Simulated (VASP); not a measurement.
Set up this calculation in VASP 6.6.1, as the native input.

| Quantity | Value |
| --- | --- |
| Task | single point |
| Functional | PBE |
| Dispersion | D4 |
| Potentials or basis | VASP PAW PBE potentials, release 64 (Hf_pv, N) |
| Cutoff | 600 eV |
| k mesh | 10 × 10 × 10 |
| Occupations | fermi-dirac, width 0.05 eV |
| Spin | no spin polarisation |
| Dipole correction | no |
| Further INCAR settings | ALGO = Normal; EDIFF = 1e-06; NBANDS = 14 |

The structure of HfN lies in POSCAR:

```
HfN
1.0
    0.0000000000      2.2607994075      2.2607994075
    2.2607994075      0.0000000000      2.2607994075
    2.2607994075      2.2607994075      0.0000000000
Hf N
1 1
Direct
    0.0000000000      0.0000000000      0.0000000000
    0.5000000000      0.5000000000      0.5000000000
```

The input as run:

INCAR

```
SYSTEM = HfN
  PREC = Accurate
  ENCUT = 600
  EDIFF = 1E-6
  ISMEAR = -1
  SIGMA = 0.05
  LREAL = .False.
  LASPH = .True.
  NELM = 120
  ALGO = Normal
  ISIF = 2
  LWAVE = .False.
  LCHARG = .True.
  GGA = PE
  IVDW = 13
  LELF = .True.
  LVHAR = .True.
  NBANDS = 14
  GGA_COMPAT = .False.
```

KPOINTS

```
Automatic mesh
0
Gamma
  10 10 10
  0 0 0
```

Potentials or basis: VASP PAW PBE potentials, release 64 (Hf_pv, N).

Command:

```bash
$ cat potpaw_PBE.64/Hf_pv/POTCAR potpaw_PBE.64/N/POTCAR > POTCAR
$ mpirun -np 1 vasp_std > vasp.out
```

It gave:

```
Pressure                   : -2.5 GPa
Band gap on the k mesh     : zero (an odd number of electrons rules out a gap without spin polarisation)
Dispersion energy per atom : -0.281 eV
```

Caveat: spin-orbit coupling is left out, which moves the levels of the heavy elements.

It took 11 s on 1 thread of Intel(R) Xeon(R) 6975P-C (Granite Rapids), on a shared host, peak memory 0.17 GiB.
